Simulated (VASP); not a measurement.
# SnPb2 (P4_2/mnm) in VASP: a series of runs, part 2 of 2

VASP 6.6.1. Earlier steps stand in the parts before.

## (3) Single point, PBE

This run uses another cell than the first one, of 39.46 Å³/atom.

The input, INCAR:

```
ALGO = Fast
EDIFF = 1E-6
ENCUT = 520
GGA = PE
ISIF = 2
ISMEAR = 0
LASPH = T
LCHARG = F
LREAL = F
LWAVE = F
NBANDS = 51
NELM = 80
PREC = Accurate
SIGMA = 0.1
```

The input, KPOINTS:

```
k-points
0
Gamma
  4 4 4
```

The input, POSCAR:

```
SnPb2
1.0
    7.0782243304      0.0000000000      0.0000000000
    0.0000000000      7.0782243304      0.0000000000
    0.0000000000      0.0000000000      4.7251423260
Sn Pb
2 4
Direct
    0.0000000000      0.0000000000      0.0000000000
    0.5000000000      0.5000000000      0.5000000000
    0.3046226779      0.3046226779      0.0000000000
    0.1953773221      0.8046226779      0.5000000000
    0.6953773221      0.6953773221      0.0000000000
    0.8046226779      0.1953773221      0.5000000000
```

Potentials or basis: VASP PAW PBE potentials, release 64 (Sn_d, Pb_d).

Run with:

```bash
$ cat potpaw_PBE.64/Sn_d/POTCAR potpaw_PBE.64/Pb_d/POTCAR > POTCAR
$ mpirun -np 1 vasp_std > vasp.out
```

OUTCAR:

```text
EDIFF = 1E-6
   ENCUT = 520
   GGA = PE
   ISIF = 2
   ISMEAR = 0
   LASPH = T
   LREAL = F
   NELM = 80
   PREC = Accurate

 ion  position               nearest neighbor table
   1  0.000  0.000  0.000-   3 3.05   5 3.05   4 3.07   6 3.07   4 3.07   6 3.07
   2  0.500  0.500  0.500-   4 3.05   6 3.05   5 3.07   3 3.07   3 3.07   5 3.07
   3  0.305  0.305  0.000-   1 3.05   2 3.07   2 3.07   5 3.91
   4  0.195  0.805  0.500-   2 3.05   1 3.07   1 3.07   6 3.91
   5  0.695  0.695  0.000-   1 3.05   2 3.07   2 3.07   3 3.91
   6  0.805  0.195  0.500-   2 3.05   1 3.07   1 3.07   4 3.91

[... 1173 lines left out ...]
  -------------------------------------------------------------------------------------
  Total       -0.0813769     -0.0813769     -0.0257643     -0.0000000      0.0000000      0.0000000
  in kB       -0.5507420     -0.5507420     -0.1743672     -0.0000000      0.0000000      0.0000000
  external PRESSURE =      -0.4252837 kB  Pullay stress =       0.0000000 kB

 VOLUME and BASIS-vectors are now :
 -----------------------------------------------------------------------------
  energy-cutoff  :      520.00
  volume of cell :      236.74
      direct lattice vectors                 reciprocal lattice vectors
     7.078224330  0.000000000  0.000000000     0.141278371  0.000000000  0.000000000
     0.000000000  7.078224330  0.000000000     0.000000000  0.141278371  0.000000000
     0.000000000  0.000000000  4.725142326     0.000000000  0.000000000  0.211633837

 POSITION                                       TOTAL-FORCE (eV/Angst)
 -----------------------------------------------------------------------------------
      0.00000      0.00000      0.00000         0.000000      0.000000      0.000000
      3.53911      3.53911      2.36257         0.000000      0.000000      0.000000
      2.15619      2.15619      0.00000         0.004465      0.004465     -0.000000
      1.38292      5.69530      2.36257        -0.004465      0.004465     -0.000000
      4.92204      4.92204      0.00000        -0.004465     -0.004465      0.000000
      5.69530      1.38292      2.36257         0.004465     -0.004465      0.000000
 -----------------------------------------------------------------------------------
    total drift:                               -0.000000      0.000000     -0.000000

  FREE ENERGIE OF THE ION-ELECTRON SYSTEM (eV)
  ---------------------------------------------------
  free  energy   TOTEN  =       -20.1250337087 eV

  energy  without entropy=      -20.1121036723  energy(sigma->0) =      -20.11856869
```

OSZICAR:

```text
N       E                     dE             d eps       ncg     rms          rms(c)
DAV:   1     0.103553214269E+04    0.10355E+04   -0.40158E+04  1836   0.200E+03
DAV:   2     0.127719807903E+03   -0.90781E+03   -0.89478E+03  1836   0.576E+02
DAV:   3    -0.116517723366E+02   -0.13937E+03   -0.13700E+03  2148   0.243E+02
DAV:   4    -0.200361071348E+02   -0.83843E+01   -0.83343E+01  2101   0.653E+01
DAV:   5    -0.203789958093E+02   -0.34289E+00   -0.34273E+00  2677   0.131E+01    0.303E+00
RMM:   6    -0.201583975439E+02    0.22060E+00   -0.30078E-01  2101   0.343E+00    0.164E+00
RMM:   7    -0.201220083874E+02    0.36389E-01   -0.30163E-01  2118   0.252E+00    0.414E-01
RMM:   8    -0.201227761193E+02   -0.76773E-03   -0.48044E-02  2446   0.210E+00    0.155E-01
RMM:   9    -0.201248838506E+02   -0.21077E-02   -0.25007E-02  2979   0.905E-01    0.846E-02
RMM:  10    -0.201249934103E+02   -0.10956E-03   -0.36909E-03  3082   0.368E-01    0.465E-02
RMM:  11    -0.201250218284E+02   -0.28418E-04   -0.75832E-04  2909   0.153E-01    0.102E-02
RMM:  12    -0.201250330327E+02   -0.11204E-04   -0.19138E-04  3034   0.679E-02    0.611E-03
RMM:  13    -0.201250339102E+02   -0.87748E-06   -0.39591E-05  2497   0.300E-02    0.218E-03
RMM:  14    -0.201250334373E+02    0.47289E-06   -0.12611E-05  1965   0.175E-02    0.648E-04
RMM:  15    -0.201250337087E+02   -0.27138E-06   -0.46160E-06  1637   0.118E-02
   1 F= -.20125034E+02 E0= -.20118569E+02  d E =-.129300E-01
```

stdout:

```text
POSCAR found type information on POSCAR SnPb
 POSCAR found :  2 types and       6 ions
 scaLAPACK will be used
 LDA part: xc-table for (Slater+PW92), standard interpolation
 POSCAR, INCAR and KPOINTS ok, starting setup
 FFT: planning ... GRIDC
 FFT: planning ... GRID_SOFT
 FFT: planning ... GRID
 WAVECAR not read
 entering main loop
```

Run time: 2.5 min. Hardware: 1 thread of AMD EPYC 9R45 (Zen 5), shared host; peak memory 0.38 GiB.

Results:

| Item | Value |
| --- | --- |
| Free energy | -20.1250 eV |
| Pressure | 0.0 GPa |
| Largest force | 0.006 eV/Å |
| Band gap on the k mesh | zero (bands 42 and 43 overlap by 1.52 eV) |

Forces on the atoms (eV/Å):
```
Sn   0.000  0.000  0.000
Sn   0.000  0.000  0.000
Pb   0.004  0.004  0.000
Pb  -0.004  0.004  0.000
Pb  -0.004 -0.004  0.000
Pb   0.004 -0.004  0.000
```

Caveat: spin-orbit coupling is left out, which moves the levels of the heavy elements.

## (4) Relaxation of cell and atoms, PBE

The input, INCAR:

```
  ALGO = Fast
  EDIFF = 1E-6
  EDIFFG = -0.04
  ENCUT = 600
  GGA = PE
  IBRION = 2
  ISIF = 3
  ISMEAR = 0
  LASPH = True
  LCHARG = False
  LREAL = False
  LWAVE = False
  NELM = 100
  NSW = 90
  PREC = Accurate
  SIGMA = 0.1
```

KPOINTS is that of step 3.

The input, POSCAR:

```
SnPb2
1.0
    6.6080141179      0.0000000000      0.0000000000
    0.0000000000      6.6080141179      0.0000000000
    0.0000000000      0.0000000000      4.2562285100
Sn Pb
2 4
Direct
    0.0000000000      0.0000000000      0.0000000000
    0.5000000000      0.5000000000      0.5000000000
    0.3060000000      0.3060000000      0.0000000000
    0.1940000000      0.8060000000      0.5000000000
    0.6940000000      0.6940000000      0.0000000000
    0.8060000000      0.1940000000      0.5000000000
```

Run with:

```bash
$ cat potpaw_PBE.64/Sn_d/POTCAR potpaw_PBE.64/Pb_d/POTCAR > POTCAR
$ mpirun -np 1 vasp_std > vasp.out
```

Wall time 13 min (1 thread of AMD EPYC 9R45 (Zen 5), shared host); peak memory 0.4 GiB.

The run converged. Its results:

| Item | Value |
| --- | --- |
| Free energy | -20.1099 eV |
| Relaxed volume | 39.47 Å³/atom |
| Relaxed cell | a = 7.085 Å, b = 7.085 Å, c = 4.718 Å, α = 90.00°, β = 90.00°, γ = 90.00° |
| Space group after relaxing (to 0.1 Å) | P4_2/mnm (No. 136) |
| Energy gained by relaxing | 286.0 meV/atom |
| Ionic steps | 6 |
| Pressure after relaxing | 0.0 GPa |
| Largest force after relaxing | 0.017 eV/Å |
| Band gap on the k mesh | zero (bands 42 and 43 overlap by 1.54 eV) |

Forces on the atoms (eV/Å):
```
Sn   0.000  0.000  0.000
Sn   0.000  0.000  0.000
Pb   0.012  0.012  0.000
Pb  -0.012  0.012  0.000
Pb  -0.012 -0.012  0.000
Pb   0.012 -0.012  0.000
```

Step by step:
```
step  energy change (eV)  largest force (eV/Å)  pressure (GPa)  volume (Å³)
   1              0.0000                0.7705           13.09       185.85
   2             -1.4836                0.1513           -2.45       262.44
   3             -1.7139                0.0479            0.14       235.26
   4             -1.7143                0.0589            0.00       236.45
   5             -1.7148                0.0459           -0.02       236.54
   6             -1.7160                0.0170           -0.05       236.80
```

Final structure:
```xyz
6
Lattice="7.0846 0.0000 0.0000 0.0000 7.0846 0.0000 0.0000 0.0000 4.7180" Properties=species:S:1:pos:R:3 pbc="T T T"
Sn    0.0000    0.0000    0.0000
Sn    3.5423    3.5423    2.3590
Pb    2.1551    2.1551    0.0000
Pb    1.3872    5.6974    2.3590
Pb    4.9295    4.9295    0.0000
Pb    5.6974    1.3872    2.3590
```

Levels at points of the mesh, in eV from the Fermi level:
| k point | band 38 | band 39 | band 40 | band 41 | band 42 | band 43 | band 44 | band 45 | band 46 | band 47 |
| --- | --- | --- | --- | --- | --- | --- | --- | --- | --- | --- |
| (0.00, 0.00, 0.00) | -2.42 | -2.17 | -1.91 | -0.47 | 0.37 | 1.10 | 1.19 | 1.19 | 1.57 | 1.57 |
| (0.50, 0.00, 0.00) | -1.78 | -1.52 | -1.52 | -0.52 | -0.52 | 0.80 | 0.80 | 1.49 | 1.49 | 2.08 |
| (0.50, 0.50, 0.00) | -2.00 | -1.41 | -1.41 | -0.33 | -0.33 | 0.80 | 0.80 | 0.98 | 0.98 | 1.00 |
| (0.00, 0.00, 0.50) | -2.51 | -1.73 | -1.73 | -1.19 | -1.19 | -0.26 | -0.26 | 0.24 | 0.24 | 1.32 |
| (0.50, 0.00, 0.50) | -3.25 | -2.45 | -2.45 | -0.82 | -0.82 | 0.94 | 0.94 | 1.97 | 1.97 | 2.22 |
| (0.50, 0.50, 0.50) | -3.12 | -1.23 | -1.23 | -1.05 | -1.05 | 0.73 | 0.73 | 1.30 | 1.30 | 1.47 |

Caveat: the k points lie up to 0.33 Å⁻¹ apart in the final cell, too coarse for converged energies and pressures of a metal; the volume moved by over 15 % at a fixed basis, so the end points are rough; spin-orbit coupling is left out, which moves the levels of the heavy elements.

## (5) Overview

```csv
task,cell,cutoff (eV),gap on the mesh (eV),pressure (GPa),largest force (eV/Å)
single point,"a = 6.608, b = 6.608, c = 4.256 Å, 6 atoms, atomic positions A",520,none,13.0,0.77
single point,"a = 7.078, b = 7.078, c = 4.725 Å, 6 atoms, atomic positions B",520,none,0.0,0.01
relaxation of cell and atoms,"relaxed from a = 6.608, b = 6.608, c = 4.256 Å, 6 atoms, atomic positions A",600,none,0.0,0.02
```

Alike in all rows: level PBE; potentials or basis VASP PAW PBE potentials, release 64 (Sn_d, Pb_d); no spin polarisation; k mesh 4 × 4 × 4; smearing gaussian 0.1 eV.

Caveats: some runs use coarse meshes; spin-orbit coupling is left out, which moves the levels of the heavy elements; the volume moved by over 15 % at a fixed basis, so the end points are rough (at least some runs).

Absolute energies hang on the potentials; compare differences alone.
